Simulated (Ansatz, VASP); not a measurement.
SrO: VASP beside Ansatz

```xyz
2
Lattice="0.0000 2.5698 2.5698 2.5698 0.0000 2.5698 2.5698 2.5698 0.0000" Properties=species:S:1:pos:R:3 pbc="T T T"
Sr    0.0000    0.0000    0.0000
O     2.5698    2.4814    2.4814
```

Change from the starting cell: all O atoms moved +0.125 Å, as atom 2 towards its neighbour atom 2 (O) at 3.634 Å.

Alike in both runs: task single point; functional r2SCAN; k mesh 8 × 8 × 8; occupations gaussian, width 0.05 eV; no spin polarisation.

```csv
,VASP,Ansatz
version,VASP 6.6.1,Ansatz 0.2.0
potentials or method,"VASP PAW PBE potentials, release 64 (Sr_sv, O), cutoff 520 eV","scalar-relativistic, plane waves, PAW"
valence electrons in the cell,16,16
```

Ansatz gave:

```
gap on the k mesh at the Fermi level (eV)                     : 3.89
least direct gap on the mesh (eV)                             : 3.94
pressure (GPa)                                                : 1.6
traceless stress, the component that is largest in VASP (GPa) : -0.60
rms of the force components (eV/Å)                            : 0.183
```

**Question.** Estimate VASP's values.

**Answer.** gap on the k mesh at the Fermi level (eV): 3.84; least direct gap on the mesh (eV): 3.90; pressure (GPa): 2.1; traceless stress, the component that is largest in VASP (GPa): -0.64; rms of the force components (eV/Å): 0.194.

VASP's potentials were made for PBE, not for r2SCAN. Atom by atom the forces differ by 0.011 eV/Å (rms over components). The functional is the same, so the differences come from potentials, cutoffs and numerics.
